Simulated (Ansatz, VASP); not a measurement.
Au in VASP and in Ansatz

POSCAR

```
Au
1.0
    0.0000000000      2.0749120936      2.0749120936
    2.0749120936      0.0000000000      2.0749120936
    2.0749120936      2.0749120936      0.0000000000
Au
1
Direct
    0.0000000000      0.0000000000      0.0000000000
```

Contents of INCAR.step1:

```
ALGO = Normal
EDIFF = 1E-5
ENCUT = 590
GGA = PE
GGA_COMPAT = F
ISMEAR = -1
LASPH = T
LCHARG = F
LREAL = F
LWAVE = T
NBANDS = 16
NELM = 120
PREC = Accurate
SIGMA = 0.05
```

INCAR.step2

```
ALGO = Normal
BPARAM = 11.95
CPARAM = 0.0093
EDIFF = 1E-6
ENCUT = 590
GGA_COMPAT = F
ISIF = 2
ISMEAR = -1
ISTART = 1
IVDW_NL = 2
LASPH = T
LCHARG = F
LMIXTAU = T
LREAL = F
LUSE_VDW = T
LWAVE = F
METAGGA = R2SCAN
NBANDS = 16
NELM = 120
PREC = Accurate
SIGMA = 0.05
```

KPOINTS

```
k-points
0
Gamma
  11 11 11
```

Contents of input.yaml:

```yaml
crystal:
  lattice:
    - [0.0, 2.0749120936, 2.0749120936]
    - [2.0749120936, 0.0, 2.0749120936]
    - [2.0749120936, 2.0749120936, 0.0]
  atoms:
    - { symbol: Au, position: [0.0, 0.0, 0.0] }
hamiltonian:
  xc: r2scan
  pseudopotentials: { kind: paw }
  dispersion: rvv10
kpoints:
  mp_grid: { grid: [11, 11, 11] }
scf:
  occupations: { method: fermi_dirac, width: 0.05 }
output:
  forces: true
  stress: true
  eigenvalues: true
```

Alike in both runs: task single point; functional r2SCAN; dispersion rVV10; k mesh 11 × 11 × 11; occupations fermi-dirac, width 0.05 eV; no spin polarisation.

|  | VASP | Ansatz |
| --- | --- | --- |
| version | VASP 6.6.1 | Ansatz 0.2.0 |
| potentials or method | VASP PAW PBE potentials, release 64 (Au_sv_GW) | Ansatz PAW |
| plane-wave cutoff (eV) | 590 | 500 |
| valence electrons in the cell | 19 | 19 |

Ansatz gave:

| Quantity | Value |
| --- | --- |
| gap on the k mesh at the Fermi level (eV) | none |
| pressure (GPa) | -5.6 |

Q: Estimate VASP's values.

A: gap on the k mesh at the Fermi level (eV): none; pressure (GPa): -5.2.

VASP's potentials were made for PBE, not for r2SCAN. A gap of «none» marks a metal or a gap that the smearing closes.

Spin-orbit coupling is off throughout.
